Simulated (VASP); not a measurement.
# TiC (Fm-3m) in VASP: further runs

Aim: see how the results for TiC move with the level of theory and the settings. Levels: PBE, LDA. Tasks: vibrations by perturbation theory, elastic constants.

All numbers are computed with VASP 6.6.1; they aren't measurements. Logs are shortened: lines on timing, memory, paths and dates and some standing lists are left out, and cuts for length are marked.

## 1. The cell of the first run

The structure is cubic, space group Fm-3m (No. 225). The conventional cell has a = 4.331 Å, b = 4.331 Å, c = 4.331 Å, α = 90.00°, β = 90.00°, γ = 90.00°. Within 2.9 Å of Ti (site symmetry m-3m) lie 6 C at 2.17 Å. C (site symmetry m-3m) has 6 Ti at 2.17 Å within 2.9 Å.

## 2. Vibrations by perturbation theory, PBE

INCAR

```
SYSTEM = TiC
PREC     = Accurate       ! precision mode
ENCUT    = 520            ! plane-wave cutoff, eV
EDIFF    = 1E-8           ! SCF threshold, eV
ISMEAR   = -1             ! smearing method
SIGMA    = 0.05           ! smearing width, eV
LREAL    = .False.        ! projectors in reciprocal space
LASPH    = .True.         ! aspherical terms in the spheres
NELM     = 60             ! most SCF steps
ALGO     = Normal         ! electronic algorithm
ISIF     = 2              ! what is computed and relaxed
LWAVE    = .False.        ! write WAVECAR
LCHARG   = .False.        ! write CHGCAR
GGA      = PE             ! functional
NBANDS   = 15             ! bands
IBRION   = 8              ! ionic algorithm
NSW      = 1              ! ionic steps
```

KPOINTS

```
Automatic mesh
0
Gamma
  8 8 8
  0 0 0
```

POSCAR

```
TiC
1.0
    0.0000000000      2.1657188437      2.1657188437
    2.1657188437      0.0000000000      2.1657188437
    2.1657188437      2.1657188437      0.0000000000
Ti C
1 1
Direct
    0.0000000000      0.0000000000      0.0000000000
    0.5000000000      0.5000000000      0.5000000000
```

Potentials or basis: VASP PAW PBE potentials, release 64 (Ti_sv, C).

On the command line:

```console
$ cat potpaw_PBE.64/Ti_sv/POTCAR potpaw_PBE.64/C/POTCAR > POTCAR
$ mpirun -np 1 vasp_std > vasp.out
```

OUTCAR:

```text
SYSTEM = TiC
   PREC = Accurate
   ENCUT = 520
   EDIFF = 1E-8
   ISMEAR = -1
   LREAL = .False.
   LASPH = .True.
   NELM = 60
   ISIF = 2
   GGA = PE
   IBRION = 8
   NSW = 1

 ion  position               nearest neighbor table
   1  0.000  0.000  0.000-   2 2.17   2 2.17   2 2.17   2 2.17   2 2.17   2 2.17
   2  0.500  0.500  0.500-   1 2.17   1 2.17   1 2.17   1 2.17   1 2.17   1 2.17

  LATTYP: Found a face centered cubic cell.
 ALAT       =     4.3314376874

  Lattice vectors:

 A1 = (   0.0000000000,   2.1657188437,   2.1657188437)
 A2 = (   2.1657188437,   0.0000000000,   2.1657188437)
 A3 = (   2.1657188437,   2.1657188437,   0.0000000000)

Analysis of symmetry for initial positions (statically):
=====================================================================
 Subroutine PRICEL returns:
 Original cell was already a primitive cell.

 Routine SETGRP: Setting up the symmetry group for a
 face centered cubic supercell.

 Subroutine GETGRP returns: Found 48 space group operations
[... 9 lines left out ...]

 Routine SETGRP: Setting up the symmetry group for a
 face centered cubic supercell.

 Subroutine GETGRP returns: Found 48 space group operations
[... 11 lines left out ...]
                                     Primitive cell

  volume of cell :      20.3159

  direct lattice vectors                    reciprocal lattice vectors
     0.000000000  2.165718844  2.165718844    -0.230870227  0.230870227  0.230870227
     2.165718844  0.000000000  2.165718844     0.230870227 -0.230870227  0.230870227
     2.165718844  2.165718844  0.000000000     0.230870227  0.230870227 -0.230870227

  length of vectors
     3.062788961  3.062788961  3.062788961     0.399878962  0.399878962  0.399878962

  position of ions in fractional coordinates (direct lattice)
[... 8 lines left out ...]
----------------------------------------------------------------------------------------

 KPOINTS: Automatic mesh

Automatic generation of k-mesh.
 Grid dimensions read from file:
 generate k-points for:    8    8    8

 Generating k-lattice:

  Cartesian coordinates                     Fractional coordinates (reciprocal lattice)
    -0.028858778  0.028858778  0.028858778     0.125000000  0.000000000  0.000000000
     0.028858778 -0.028858778  0.028858778     0.000000000  0.125000000  0.000000000
     0.028858778  0.028858778 -0.028858778     0.000000000  0.000000000  0.125000000

  Length of vectors
     0.049984870  0.049984870  0.049984870

  Shift w.r.t. Gamma in fractional coordinates (k-lattice)
     0.000000000  0.000000000  0.000000000

 Subroutine IBZKPT returns following result:
 ===========================================

 Found     29 irreducible k-points:

 Following reciprocal coordinates:
            Coordinates               Weight
  0.000000  0.000000  0.000000      1.000000
  0.125000  0.000000  0.000000      8.000000
  0.250000  0.000000  0.000000      8.000000
  0.375000  0.000000  0.000000      8.000000
  0.500000  0.000000  0.000000      4.000000
  0.125000  0.125000  0.000000      6.000000
[... 16 lines left out ...]
  0.500000  0.250000  0.125000     48.000000
 -0.375000  0.250000  0.125000     24.000000
 [... further k-points ...]
   k-points           NKPTS =     29   k-points in BZ     NKDIM =     29   number of bands    NBANDS=     15
   number of dos      NEDOS =    301   number of ions     NIONS =      2
   total plane-waves  NPLWV =  13824
   dimension x,y,z NGX =    24 NGY =   24 NGZ =   24
   dimension x,y,z NGXF=    48 NGYF=   48 NGZF=   48
   ions per type =               1   1
   NGX,Y,Z   is equivalent  to a cutoff of  13.03, 13.03, 13.03 a.u.
   NGXF,Y,Z  is equivalent  to a cutoff of  26.05, 26.05, 26.05 a.u.
 SYSTEM =  TiC
   PREC   = accura    normal or accurate (medium, high low for compatibility)
   ISTART =      0    job   : 0-new  1-cont  2-samecut
   ICHARG =      2    charge: 1-file 2-atom 10-const
   ISPIN  =      1    spin polarized calculation?
   LNONCOLLINEAR =      F non collinear calculations
[... 35 lines left out ...]
 non-spin polarized calculation
  energy-cutoff  :      520.00
  volume of cell :       20.32
 maximum number of plane-waves:       568
   NGX = 11   NGY = 11   NGZ = 11

--------------------------------------- Ionic step        1  -------------------------------------------

 number of electron      16.0000000 magnetization

 Free energy of the ion-electron system (eV)
  ---------------------------------------------------
  ext. energy  EPLUGINS =         0.00000000
  ---------------------------------------------------
  free energy    TOTEN  =       -18.70840986 eV

  energy without entropy =      -18.70577926  energy(sigma->0) =      -18.70709456

 E-fermi :   9.3688     XC(G=0): -12.6975

 val. band max:        9.1644634799   @ k =   0.3750   0.3750   0.0000
 cond. band min:       9.3800285069   @ k =   0.5000   0.5000   0.0000
 fundamental gap:      0.2155650270
 Fermi energy:         9.3687720012

 k-point     1 :       0.0000    0.0000    0.0000
  band No.  band energies     occupation
      1     -47.1788      2.00000
      2     -23.2028      2.00000
      3     -23.2028      2.00000
      4     -23.2028      2.00000
      5      -2.9820      2.00000
      6      10.1048      0.00000
      7      10.1048      0.00000
      8      10.1048      0.00000
      9      11.0937      0.00000
     10      11.0937      0.00000
     11      11.0937      0.00000
     12      11.1237      0.00000
     13      11.1237      0.00000
     14      19.8972      0.00000
[... 401 lines left out ...]
      2     -23.6227      2.00000
      3     -23.3789      2.00000
      4     -23.2934      2.00000
      5       0.1884      2.00000
      6       4.5649      2.00000
      7       6.4208      2.00000
      8       6.9171      2.00000
      9      12.0185      0.00000
     10      12.1746      0.00000
     11      13.2008      0.00000
     12      15.8006      0.00000
     13      16.2165      0.00000
     14      20.3970      0.00000
     15      23.6221      0.00000

 [... further k-points ...]
[... 5 lines left out ...]
  --------------------------------------------------------------------------------------
  -------------------------------------------------------------------------------------
  Total        0.0649176      0.0649176      0.0649176      0.0000000      0.0000000     -0.0000000
  in kB        5.1196110      5.1196110      5.1196110      0.0000000      0.0000000     -0.0000000
  external PRESSURE =       5.1196110 kB  Pullay stress =       0.0000000 kB

 VOLUME and BASIS-vectors are now :
 -----------------------------------------------------------------------------
  energy-cutoff  :      520.00
  volume of cell :       20.32
      direct lattice vectors                 reciprocal lattice vectors
     0.000000000  2.165718844  2.165718844    -0.230870227  0.230870227  0.230870227
     2.165718844  0.000000000  2.165718844     0.230870227 -0.230870227  0.230870227
     2.165718844  2.165718844  0.000000000     0.230870227  0.230870227 -0.230870227

 POSITION                                       TOTAL-FORCE (eV/Angst)
 -----------------------------------------------------------------------------------
      0.00000      0.00000      0.00000        -0.000000     -0.000000     -0.000000
      2.16572      2.16572      2.16572         0.000000      0.000000      0.000000
 -----------------------------------------------------------------------------------
    total drift:                                0.000000     -0.000000     -0.000000

  FREE ENERGIE OF THE ION-ELECTRON SYSTEM (eV)
  ---------------------------------------------------
  free  energy   TOTEN  =       -18.7084098591 eV

  energy  without entropy=      -18.7057792587  energy(sigma->0) =      -18.70709456

[... ionic steps 2 to 3 ...]

--------------------------------------- Ionic step        4  -------------------------------------------

------------------------ aborting loop because EDIFF is reached ----------------------------------------

[... ionic steps 5 to 6 ...]

--------------------------------------- Ionic step        7  -------------------------------------------

 Free energy of the ion-electron system (eV)
  ---------------------------------------------------
  ---------------------------------------------------
  free energy    TOTEN  =        -0.11875954 eV

  energy without entropy =       -0.11875954

------------------------ aborting loop because EDIFF is reached ----------------------------------------

 INTERNAL STRAIN TENSOR  FOR ION    2  DIRECTION 1   (eV/Angst):
 -----------------------------------------------------------------------------
    -0.01562 -0.00000  0.00000
    -0.00000  0.00412 -0.00000
     0.00000 -0.00000  0.00412

 INTERNAL STRAIN TENSOR FOR ION    2 for displacements in x,y,z  (eV/Angst):
          X           Y           Z          XY          YZ          ZX
  --------------------------------------------------------------------------------
  x     0.00000     0.00000     0.00000     0.00000     0.00000     0.00000
  y     0.00000     0.00000     0.00000     0.00000     0.00000     0.00000
  z     0.00000     0.00000     0.00000     0.00000     0.00000     0.00000

 SECOND DERIVATIVES (NOT SYMMETRIZED)
 ------------------------------------
               1X          1Y          1Z          2X          2Y          2Z
  1X    -9.994650    0.000000    0.000000    9.994650    0.000000    0.000000
  1Y     0.000000   -9.994650    0.000000    0.000000    9.994650    0.000000
  1Z     0.000000    0.000000   -9.994650    0.000000    0.000000    9.994650
  2X     9.971029    0.000000    0.000000   -9.971029    0.000000    0.000000
  2Y     0.000000    9.971029    0.000000    0.000000   -9.971029    0.000000
  2Z     0.000000    0.000000    9.971029    0.000000    0.000000   -9.971029

 Eigenvectors and eigenvalues of the dynamical matrix
 ----------------------------------------------------

   1 f  =   15.934485 THz   100.119323 2PiTHz  531.517210 cm-1    65.899705 meV
             X         Y         Z           dx          dy          dz
      0.000000  0.000000  0.000000    -0.005525   -0.093071   -0.438446
      2.165719  2.165719  2.165719     0.011019    0.185605    0.874358
[... 21 lines left out ...]
   6 f/i=    0.007554 THz     0.047462 2PiTHz    0.251969 cm-1     0.031240 meV
             X         Y         Z           dx          dy          dz
      0.000000  0.000000  0.000000     0.150441   -0.874324    0.109533
      2.165719  2.165719  2.165719     0.075439   -0.438429    0.054925

--------------------------------------------------------------------------------------------------------

 ELASTIC MODULI CONTR FROM IONIC RELAXATION (kBar)
 Direction    XX          YY          ZZ          XY          YZ          ZX
 --------------------------------------------------------------------------------
 XX           0.0000      0.0000      0.0000      0.0000      0.0000      0.0000
 YY           0.0000      0.0000      0.0000      0.0000      0.0000      0.0000
 ZZ           0.0000      0.0000      0.0000      0.0000      0.0000      0.0000
 XY           0.0000      0.0000      0.0000      0.0000      0.0000      0.0000
 YZ           0.0000      0.0000      0.0000      0.0000      0.0000      0.0000
 ZX           0.0000      0.0000      0.0000      0.0000      0.0000      0.0000
 --------------------------------------------------------------------------------
```

Wall time 81 s (1 thread of Intel Xeon Platinum 8259CL at 2.50GHz (Skylake/Cascade Lake), shared host); peak memory 0.18 GiB.

What came out:

```yaml
Highest_phonon_frequency_at_Γ_LO-TO_splitting_left_out: 532 cm⁻¹
```

Phonon frequencies in cm⁻¹ (negative: imaginary):
| q point | frequencies |
| --- | --- |
| (0.000, 0.000, 0.000) | 0 0 0 532 532 532 |

## 3. Vibrations by perturbation theory, LDA

INCAR

```
SYSTEM = TiC
PREC = Accurate ; ENCUT = 520
EDIFF = 1E-8 ; ISMEAR = -1
SIGMA = 0.05 ; LREAL = .FALSE.
LASPH = .TRUE. ; NELM = 60
ALGO = Normal ; ISIF = 2
LWAVE = .FALSE. ; LCHARG = .FALSE.
GGA = CA ; NBANDS = 15
IBRION = 8 ; NSW = 1
```

KPOINTS

```
regular mesh
0
G
  8 8 8
  0 0 0
```

POSCAR is that of step 2.

Potentials or basis: VASP PAW LDA potentials, release 64 (Ti_sv, C).

On the command line:

```console
$ cat potpaw_LDA.64/Ti_sv/POTCAR potpaw_LDA.64/C/POTCAR > POTCAR
$ mpirun -np 1 vasp_std > vasp.out
```

OUTCAR:

```text
SYSTEM = TiC
   PREC = Accurate
   ENCUT = 520
   EDIFF = 1E-8
   ISMEAR = -1
   LREAL = .FALSE.
   LASPH = .TRUE.
   NELM = 60
   ISIF = 2
   GGA = CA
   IBRION = 8
   NSW = 1

 ion  position               nearest neighbor table
   1  0.000  0.000  0.000-   2 2.17   2 2.17   2 2.17   2 2.17   2 2.17   2 2.17
   2  0.500  0.500  0.500-   1 2.17   1 2.17   1 2.17   1 2.17   1 2.17   1 2.17

  LATTYP: Found a face centered cubic cell.
 ALAT       =     4.3314376874

  Lattice vectors:
[... 687 lines left out ...]
               1X          1Y          1Z          2X          2Y          2Z
  1X    -9.344889    0.000000    0.000000    9.344889    0.000000    0.000000
  1Y     0.000000   -9.344889    0.000000    0.000000    9.344889    0.000000
  1Z     0.000000    0.000000   -9.344889    0.000000    0.000000    9.344889
  2X     9.311772    0.000000    0.000000   -9.311772    0.000000    0.000000
  2Y     0.000000    9.311772    0.000000    0.000000   -9.311772    0.000000
  2Z     0.000000    0.000000    9.311772    0.000000    0.000000   -9.311772

 Eigenvectors and eigenvalues of the dynamical matrix
 ----------------------------------------------------

   1 f  =   15.400540 THz    96.764446 2PiTHz  513.706717 cm-1    63.691487 meV
             X         Y         Z           dx          dy          dz
      0.000000  0.000000  0.000000     0.000000    0.448462    0.000000
      2.165719  2.165719  2.165719     0.000000   -0.893802    0.000000
[... 21 lines left out ...]
   6 f/i=    0.010958 THz     0.068851 2PiTHz    0.365520 cm-1     0.045319 meV
             X         Y         Z           dx          dy          dz
      0.000000  0.000000  0.000000     0.000000    0.000000    0.893802
      2.165719  2.165719  2.165719     0.000000    0.000000    0.448462

--------------------------------------------------------------------------------------------------------

 ELASTIC MODULI CONTR FROM IONIC RELAXATION (kBar)
 Direction    XX          YY          ZZ          XY          YZ          ZX
 --------------------------------------------------------------------------------
 XX           0.0000      0.0000      0.0000      0.0000      0.0000      0.0000
 YY           0.0000      0.0000      0.0000      0.0000      0.0000      0.0000
 ZZ           0.0000      0.0000      0.0000      0.0000      0.0000      0.0000
 XY           0.0000      0.0000      0.0000      0.0000      0.0000      0.0000
 YZ           0.0000      0.0000      0.0000      0.0000      0.0000      0.0000
 ZX           0.0000      0.0000      0.0000      0.0000      0.0000      0.0000
 --------------------------------------------------------------------------------
```

OSZICAR:

```text
N       E                     dE             d eps       ncg     rms          rms(c)
DAV:   1     0.109262826607E+03    0.10926E+03   -0.77172E+03   870   0.126E+03
DAV:   2    -0.188332310607E+02   -0.12810E+03   -0.12019E+03   926   0.326E+02
DAV:   3    -0.258179405015E+02   -0.69847E+01   -0.68787E+01  1130   0.744E+01
DAV:   4    -0.260605021069E+02   -0.24256E+00   -0.24225E+00  1059   0.128E+01
[... 53 lines left out ...]
RMM:  12    -0.117074395999E+00    0.11810E-07    0.19065E-07  4102   0.282E-04    0.203E-05
RMM:  13    -0.117074378367E+00    0.17632E-07   -0.13355E-07  4106   0.148E-04    0.176E-05
RMM:  14    -0.117074364042E+00    0.14324E-07   -0.33117E-08  3807   0.895E-05    0.527E-06
RMM:  15    -0.117074362181E+00    0.18616E-08   -0.36200E-08  3974   0.477E-05    0.379E-06
 Linear response finished
```

stdout:

```text
POSCAR found type information on POSCAR TiC
 POSCAR found :  2 types and       2 ions
 scaLAPACK will be used
 LDA part: xc-table for (Slater(with rela. corr.)+CA(PZ))
 , standard interpolation
 POSCAR, INCAR and KPOINTS ok, starting setup
 FFT: planning ... GRIDC
 FFT: planning ... GRID_SOFT
 FFT: planning ... GRID
 WAVECAR not read
 entering main loop
 Linear response reoptimize wavefunctions to high precision
 Linear response DOF=           2
 Linear response progress:
 first order change of Fermi-energy   0.32235E-03
 force on displaced ion       1 direction 1 :  -9.345   0.000   0.000
 Linear response progress:
 first order change of Fermi-energy  -0.87923E-04
 force on displaced ion       2 direction 1 :  -9.312   0.000   0.000
 Linear response finished
```

Run time: 2.6 min. Hardware: 1 thread of AMD EPYC 7R13, shared host; peak memory 0.15 GiB.

Results:

```yaml
Highest_phonon_frequency_at_Γ_LO-TO_splitting_left_out: 514 cm⁻¹
```

Phonon frequencies in cm⁻¹ (negative: imaginary):
| q point | frequencies |
| --- | --- |
| (0.000, 0.000, 0.000) | 0 0 0 514 514 514 |

Caveat: the cell wasn't relaxed at this level first, which shifts response properties.

## 4. Elastic constants, PBE

INCAR

```
SYSTEM = TiC
  PREC = Accurate
  ENCUT = 600
  EDIFF = 1E-8
  ISMEAR = -1
  SIGMA = 0.05
  LREAL = .FALSE.
  LASPH = .TRUE.
  NELM = 80
  ALGO = Normal
  ISIF = 3
  LWAVE = .FALSE.
  LCHARG = .FALSE.
  GGA = PE
  NBANDS = 15
  IBRION = 6
  NFREE = 2
  POTIM = 0.015
  NSW = 1
```

KPOINTS

```
Automatic mesh
0
G
  8 8 8
  0 0 0
```

POSCAR is that of step 3.

Potentials or basis: VASP PAW PBE potentials, release 64 (Ti_sv, C).

On the command line:

```console
$ cat potpaw_PBE.64/Ti_sv/POTCAR potpaw_PBE.64/C/POTCAR > POTCAR
$ mpirun -np 1 vasp_std > vasp.out
```

Wall time 5.1 min (1 thread of Intel Xeon Platinum 8259CL at 2.50GHz (Skylake/Cascade Lake), shared host); peak memory 0.23 GiB.

Results (log left out):

| Item | Value |
| --- | --- |
| Elastic constants C11, C12, C44 | 503, 124, 171 GPa |
| Voigt bulk modulus | 250 GPa |
| Highest phonon frequency at Γ, LO-TO splitting left out | 530 cm⁻¹ |

Phonon frequencies in cm⁻¹ (negative: imaginary):
```tsv
q point	frequencies
(0.000, 0.000, 0.000)	0 0 0 530 530 530
```

Elastic tensor in Voigt notation (GPa, in the Cartesian axes of the cell as first typed):
```
503 124 124   0   0   0
124 503 124   0   0   0
124 124 503   0   0   0
  0   0   0 171   0   0
  0   0   0   0 171   0
  0   0   0   0   0 171
```

Clamped-ion elastic tensor (GPa):
```
503 124 124   0   0   0
124 503 124   0   0   0
124 124 503   0   0   0
  0   0   0 171   0   0
  0   0   0   0 171   0
  0   0   0   0   0 171
```

(Part 1 of 2 ends here.)
